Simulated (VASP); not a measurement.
# Cd2S (P4/mmm) in VASP: density of states with PBE

Aim: the density of states of Cd2S with PBE.

All numbers are computed with VASP 6.6.1; they aren't measurements. Logs are shortened: lines on timing, memory, paths and dates and some standing lists are left out, and cuts for length are marked.

## (1) The cell of the first run

The structure is tetragonal, space group P4/mmm (No. 123). The conventional cell has a = 5.205 Å, b = 5.205 Å, c = 3.914 Å, α = 90.00°, β = 90.00°, γ = 90.00°. Within 3.4 Å of Cd (site symmetry mmm) lie 2 S at 2.60 Å. Within 3.4 Å of S (site symmetry 4/mmm) lie 4 Cd at 2.60 Å.

## (2) Density of states, PBE

POSCAR reads:

```
Cd2S
1.0
    5.2050600711      0.0000000000      0.0000000000
    0.0000000000      5.2050600711      0.0000000000
    0.0000000000      0.0000000000      3.9139972623
Cd S
2 1
Direct
    0.0000000000      0.5000000000      0.0000000000
    0.5000000000      0.0000000000      0.0000000000
    0.0000000000      0.0000000000      0.0000000000
```

INCAR.step1 reads:

```
PREC = Accurate
ENCUT = 520
EDIFF = 1E-6
ISMEAR = 0
SIGMA = 0.1
LREAL = F
LASPH = T
NELM = 60
ALGO = Normal
ISIF = 2
LWAVE = F
LCHARG = T
GGA = PE
NBANDS = 22
```

KPOINTS.step1 reads:

```
Automatic mesh
0
Gamma
  10 10 12
```

INCAR.step2 reads:

```
PREC = Accurate
ENCUT = 520
EDIFF = 1E-6
ISMEAR = -5
SIGMA = 0.1
LREAL = F
LASPH = T
NELM = 60
ALGO = Normal
ISIF = 2
LWAVE = F
LCHARG = F
GGA = PE
LORBIT = 10
NEDOS = 2001
ICHARG = 11
```

KPOINTS.step2 reads:

```
Automatic mesh
0
Gamma
  15 15 18
```

Potentials or basis: VASP PAW PBE potentials, release 64 (Cd, S).

Run with:

```console
$ cat potpaw_PBE.64/Cd/POTCAR potpaw_PBE.64/S/POTCAR > POTCAR
$ cp INCAR.step1 INCAR
$ cp KPOINTS.step1 KPOINTS
$ mpirun -np 1 vasp_std > vasp.out
$ cp INCAR.step2 INCAR
$ cp KPOINTS.step2 KPOINTS
$ mpirun -np 1 vasp_std > vasp.out
```

OUTCAR:

```text
PREC = Accurate
   ENCUT = 520
   EDIFF = 1E-6
   ISMEAR = -5
   LREAL = F
   LASPH = T
   NELM = 60
   ISIF = 2
   GGA = PE
   LORBIT = 10
   ICHARG = 11

 ion  position               nearest neighbor table
   1  0.000  0.500  0.000-   3 2.60   3 2.60   2 3.68   2 3.68   2 3.68   2 3.68
   2  0.500  0.000  0.000-   3 2.60   3 2.60   1 3.68   1 3.68   1 3.68   1 3.68
   3  0.000  0.000  0.000-   1 2.60   2 2.60   1 2.60   2 2.60

  LATTYP: Found a simple tetragonal cell.
 ALAT       =     5.2050600711
 C/A-ratio  =     0.7519600560

  Lattice vectors:

 A1 = (   5.2050600711,   0.0000000000,   0.0000000000)
 A2 = (   0.0000000000,   5.2050600711,   0.0000000000)
 A3 = (   0.0000000000,   0.0000000000,   3.9139972623)

Analysis of symmetry for initial positions (statically):
=====================================================================
 Subroutine PRICEL returns:
 Original cell was already a primitive cell.

 Routine SETGRP: Setting up the symmetry group for a
 simple tetragonal supercell.

 Subroutine GETGRP returns: Found 16 space group operations
 (whereof 16 operations were pure point group operations)
 out of a pool of 16 trial point group operations.

The static configuration has the point symmetry D_4h.

Analysis of symmetry for dynamics (positions and initial velocities):
=====================================================================
 Subroutine PRICEL returns:
 Original cell was already a primitive cell.

 Routine SETGRP: Setting up the symmetry group for a
 simple tetragonal supercell.

 Subroutine GETGRP returns: Found 16 space group operations
 (whereof 16 operations were pure point group operations)
 out of a pool of 16 trial point group operations.

The dynamic configuration has the point symmetry D_4h.

 Subroutine INISYM returns: Found 16 space group operations
 (whereof 16 operations are pure point group operations),
 and found     1 'primitive' translations

----------------------------------------------------------------------------------------

                                     Primitive cell

  volume of cell :     106.0406

  direct lattice vectors                    reciprocal lattice vectors
     5.205060071  0.000000000  0.000000000     0.192120741  0.000000000  0.000000000
     0.000000000  5.205060071  0.000000000     0.000000000  0.192120741  0.000000000
     0.000000000  0.000000000  3.913997262     0.000000000  0.000000000  0.255493280

  length of vectors
     5.205060071  5.205060071  3.913997262     0.192120741  0.192120741  0.255493280

  position of ions in fractional coordinates (direct lattice)
     0.000000000  0.500000000  0.000000000
     0.500000000  0.000000000  0.000000000
     0.000000000  0.000000000  0.000000000

  ion indices of the primitive-cell ions
   primitive index   ion index
                 1           1
                 2           2
                 3           3

----------------------------------------------------------------------------------------

 KPOINTS: Automatic mesh

Automatic generation of k-mesh.
 Grid dimensions read from file:
 generate k-points for:   15   15   18

 Generating k-lattice:

  Cartesian coordinates                     Fractional coordinates (reciprocal lattice)
     0.012808049  0.000000000  0.000000000     0.066666667  0.000000000  0.000000000
     0.000000000  0.012808049  0.000000000     0.000000000  0.066666667  0.000000000
     0.000000000  0.000000000  0.014194071     0.000000000  0.000000000  0.055555556

  Length of vectors
     0.012808049  0.012808049  0.014194071

  Shift w.r.t. Gamma in fractional coordinates (k-lattice)
     0.000000000  0.000000000  0.000000000

 TETIRR: Found   6057 inequivalent tetrahedra from    24300

 Subroutine IBZKPT returns following result:
 ===========================================

 Found    360 irreducible k-points:

 Following reciprocal coordinates:
            Coordinates               Weight
  0.000000  0.000000  0.000000      1.000000
  0.066667  0.000000  0.000000      4.000000
  0.133333  0.000000  0.000000      4.000000
  0.200000  0.000000  0.000000      4.000000
  0.266667  0.000000  0.000000      4.000000
  0.333333  0.000000  0.000000      4.000000
[... 16 lines left out ...]
  0.266667  0.200000  0.000000      8.000000
  0.333333  0.200000  0.000000      8.000000
 [... further k-points ...]
   k-points           NKPTS =    360   k-points in BZ     NKDIM =    360   number of bands    NBANDS=     19
   number of dos      NEDOS =   2001   number of ions     NIONS =      3
   total plane-waves  NPLWV =  48000
   dimension x,y,z NGX =    40 NGY =   40 NGZ =   30
   dimension x,y,z NGXF=    80 NGYF=   80 NGZF=   60
   ions per type =               2   1
   NGX,Y,Z   is equivalent  to a cutoff of  12.78, 12.78, 12.74 a.u.
   NGXF,Y,Z  is equivalent  to a cutoff of  25.55, 25.55, 25.48 a.u.
 SYSTEM =  unknown system
   PREC   = accura    normal or accurate (medium, high low for compatibility)
   ISTART =      0    job   : 0-new  1-cont  2-samecut
   ICHARG =     11    charge: 1-file 2-atom 10-const
   ISPIN  =      1    spin polarized calculation?
   LNONCOLLINEAR =      F non collinear calculations
   LSORBIT =      F    spin-orbit coupling
   LASPH  =      T    aspherical Exc in radial PAW
   ENCUT  =  520.0 eV  38.22 Ry    6.18 a.u.   9.68  9.68  7.28*2*pi/ulx,y,z
   NELM   =     60;   NELMIN=  2; NELMDL=  0     # of ELM steps
   EDIFF  = 0.1E-05   stopping-criterion for ELM
   LREAL  =      F    real-space projection
   EDIFFG = 0.1E-04   stopping-criterion for IOM
   NSW    =      0    number of steps for IOM
   IBRION =     -1    ionic relax: 0-MD 1-quasi-New 2-CG
   NFREE  =      0    steps in history (QN), initial steepest desc. (CG)
   ISIF   =      2    stress and relaxation
   ISYM   =      2    0-nonsym 1-usesym 2-fastsym
   POTIM  = 0.5000    time-step for ionic-motion
   TEBEG  =    0.0;   TEEND  =   0.0 temperature during run
   PSTRESS=    0.0 pullay stress
   NELECT =      30.0000    total number of electrons
   NUPDOWN=      -1.0000    fix difference up-down
   EMIN   =  10.00;   EMAX   =-10.00  energy-range for DOS
   EFERMI =   0.00;   METHOD = LEGACY
   ISMEAR =    -5;   SIGMA  =   0.10  broadening in eV -4-tet -1-fermi 0-gaus
   EFERMI_NEDOS =   21; number of points for ismear=-14 and -15
   IALGO  =     38    algorithm
   IMIX   =      4    mixing-type and parameters
     AMIX     =   0.40;   BMIX     =  1.00
     AMIX_MAG =   1.60;   BMIX_MAG =  1.00
  volume/ion in A,a.u.               =      35.35       238.53
  Fermi-wavevector in a.u.,A,eV,Ry     =   1.074710  2.030907 15.714747  1.155001
  Thomas-Fermi vector in A             =   2.210546
   LORBIT       =     10    0 simple, 1 ext, 2 COOP (PROOUT), +10 PAW based schemes
   GGA     = PE    functional components
   LHFCALC =     F    Hartree Fock is set to
   AEXX    =    0.0000 exact exchange contribution
   IVDW    =     0    specifies the selected vdW correction
   LEPSILON=     F    determine dielectric tensor
   LRPA    =     F    only Hartree local field effects (RPA)
 non-spin polarized calculation
 Fermi weights with tetrahedron method with Bloechl corrections
  energy-cutoff  :      520.00
  volume of cell :      106.04
 maximum number of plane-waves:      2881
 NGX is ok and might be reduce to    40

 number of electron      30.0000020 magnetization

 Free energy of the ion-electron system (eV)
  ---------------------------------------------------
  ext. energy  EPLUGINS =         0.00000000
  ---------------------------------------------------
  free energy    TOTEN  =        -4.92675034 eV

  energy without entropy =       -4.92675034  energy(sigma->0) =       -4.92675034

 E-fermi :   0.7940     XC(G=0):  -7.8948

 val. band max:        0.8226808580   @ k =   0.2667   0.2000   0.5000
 cond. band min:       0.7325550468   @ k =   0.4667   0.2667   0.0000
 fundamental gap:     -0.0901258111
 Fermi energy:         0.7939739806

 k-point     1 :       0.0000    0.0000    0.0000
  band No.  band energies     occupation
      1     -12.7131      2.00000
      2      -8.2052      2.00000
      3      -8.1204      2.00000
      4      -8.0322      2.00000
      5      -7.9651      2.00000
      6      -7.9651      2.00000
[... 11 lines left out ...]
     18       4.2808      0.00000
     19       6.5377      0.00000

 k-point     2 :       0.0667    0.0000    0.0000
  band No.  band energies     occupation
      1     -12.7031      2.00000
      2      -8.2016      2.00000
      3      -8.1185      2.00000
      4      -8.0396      2.00000
      5      -7.9647      2.00000
      6      -7.9641      2.00000
[... 11 lines left out ...]
     18       4.2223      0.00000
     19       6.5719      0.00000

 k-point     3 :       0.1333    0.0000    0.0000
  band No.  band energies     occupation
      1     -12.6745      2.00000
      2      -8.1910      2.00000
      3      -8.1128      2.00000
      4      -8.0649      2.00000
      5      -7.9634      2.00000
      6      -7.9613      2.00000
[... 11 lines left out ...]
     18       4.0651      0.00000
     19       6.6423      0.00000

 k-point     4 :       0.2000    0.0000    0.0000
  band No.  band energies     occupation
      1     -12.6311      2.00000
      2      -8.1735      2.00000
      3      -8.1177      2.00000
      4      -8.1011      2.00000
      5      -7.9671      2.00000
      6      -7.9611      2.00000
[... 11 lines left out ...]
     18       3.8514      0.00000
     19       6.7151      0.00000

 k-point     5 :       0.2667    0.0000    0.0000
  band No.  band energies     occupation
      1     -12.5791      2.00000
      2      -8.1932      2.00000
      3      -8.1491      2.00000
      4      -8.0903      2.00000
      5      -7.9815      2.00000
      6      -7.9577      2.00000
[... 11 lines left out ...]
     18       3.6256      0.00000
     19       6.7941      0.00000

 k-point     6 :       0.3333    0.0000    0.0000
  band No.  band energies     occupation
      1     -12.5272      2.00000
      2      -8.2825      2.00000
      3      -8.1184      2.00000
      4      -8.0760      2.00000
      5      -7.9963      2.00000
      6      -7.9530      2.00000
[... 11 lines left out ...]
     18       3.5305      0.00000
     19       6.6672      0.00000

 k-point     7 :       0.4000    0.0000    0.0000
  band No.  band energies     occupation
      1     -12.4849      2.00000
      2      -8.3611      2.00000
      3      -8.0824      2.00000
      4      -8.0603      2.00000
      5      -8.0116      2.00000
      6      -7.9469      2.00000
[... 11 lines left out ...]
     18       3.7498      0.00000
     19       6.1800      0.00000

 k-point     8 :       0.4667    0.0000    0.0000
  band No.  band energies     occupation
      1     -12.4611      2.00000
      2      -8.4068      2.00000
      3      -8.0455      2.00000
      4      -8.0440      2.00000
      5      -8.0274      2.00000
      6      -7.9780      2.00000
[... 256 lines left out ...]
 k-point    20 :       0.4000    0.1333    0.0000
  band No.  band energies     occupation
      1     -12.4421      2.00000
      2      -8.3795      2.00000
      3      -8.1184      2.00000
      4      -8.0387      2.00000
      5      -8.0164      2.00000
      6      -7.9685      2.00000
[... 11 lines left out ...]
     18       4.8447      0.00000
     19       6.2118      0.00000

 k-point    21 :       0.4667    0.1333    0.0000
  band No.  band energies     occupation
      1     -12.4178      2.00000
      2      -8.4247      2.00000
      3      -8.1008      2.00000
      4      -8.0433      2.00000
      5      -8.0066      2.00000
      6      -7.9644      2.00000
[... 11 lines left out ...]
     18       5.0574      0.00000
     19       5.6287      0.00000

 k-point    22 :       0.2000    0.2000    0.0000
  band No.  band energies     occupation
      1     -12.5460      2.00000
      2      -8.1807      2.00000
      3      -8.1754      2.00000
      4      -8.0756      2.00000
      5      -7.9788      2.00000
      6      -7.9776      2.00000
[... 11 lines left out ...]
     18       5.1963      0.00000
     19       6.7084      0.00000

 k-point    23 :       0.2667    0.2000    0.0000
  band No.  band energies     occupation
      1     -12.4920      2.00000
      2      -8.2435      2.00000
      3      -8.1730      2.00000
      4      -8.0587      2.00000
      5      -7.9906      2.00000
      6      -7.9808      2.00000
[... 11 lines left out ...]
     18       5.3927      0.00000
     19       6.6891      0.00000

 k-point    24 :       0.3333    0.2000    0.0000
  band No.  band energies     occupation
      1     -12.4379      2.00000
      2      -8.3236      2.00000
      3      -8.1677      2.00000
      4      -8.0426      2.00000
      5      -8.0063      2.00000
      6      -7.9822      2.00000
[... 11 lines left out ...]
     18       5.4352      0.00000
     19       6.6082      0.00000

 [... further k-points ...]
[... 5 lines left out ...]
  --------------------------------------------------------------------------------------
  -------------------------------------------------------------------------------------
  Total        0.3043660      0.3043660      0.1338313      0.0000000      0.0000000     -0.0000000
  in kB        4.5986964      4.5986964      2.0220711      0.0000000      0.0000000     -0.0000000
  external PRESSURE =       3.7398213 kB  Pullay stress =       0.0000000 kB

 VOLUME and BASIS-vectors are now :
 -----------------------------------------------------------------------------
  energy-cutoff  :      520.00
  volume of cell :      106.04
      direct lattice vectors                 reciprocal lattice vectors
     5.205060071  0.000000000  0.000000000     0.192120741  0.000000000  0.000000000
     0.000000000  5.205060071  0.000000000     0.000000000  0.192120741  0.000000000
     0.000000000  0.000000000  3.913997262     0.000000000  0.000000000  0.255493280

 POSITION                                       TOTAL-FORCE (eV/Angst)
 -----------------------------------------------------------------------------------
      0.00000      2.60253      0.00000         0.000000      0.000000      0.000000
      2.60253      0.00000      0.00000         0.000000      0.000000      0.000000
      0.00000      0.00000      0.00000         0.000000      0.000000      0.000000
 -----------------------------------------------------------------------------------
    total drift:                                0.000000      0.000000     -0.000000

  FREE ENERGIE OF THE ION-ELECTRON SYSTEM (eV)
  ---------------------------------------------------
  free  energy   TOTEN  =        -4.9267503390 eV

  energy  without entropy=       -4.9267503390  energy(sigma->0) =       -4.92675034

 total charge

# of ion       s       p       d       tot
------------------------------------------
    1        0.590   0.149   9.522  10.261
    2        0.590   0.149   9.522  10.261
    3        1.388   2.263   0.000   3.650
--------------------------------------------------
tot          2.567   2.561  19.044  24.172
```

Wall time 14 min (1 thread of AMD EPYC 7R13, shared host); peak memory 0.67 GiB.

What came out:

| Item | Value |
| --- | --- |
| Valence electrons inside the program's atomic spheres | Cd 10.26; S 3.65 |

Caveat: tetrahedron occupations give inexact forces and stress in metals.
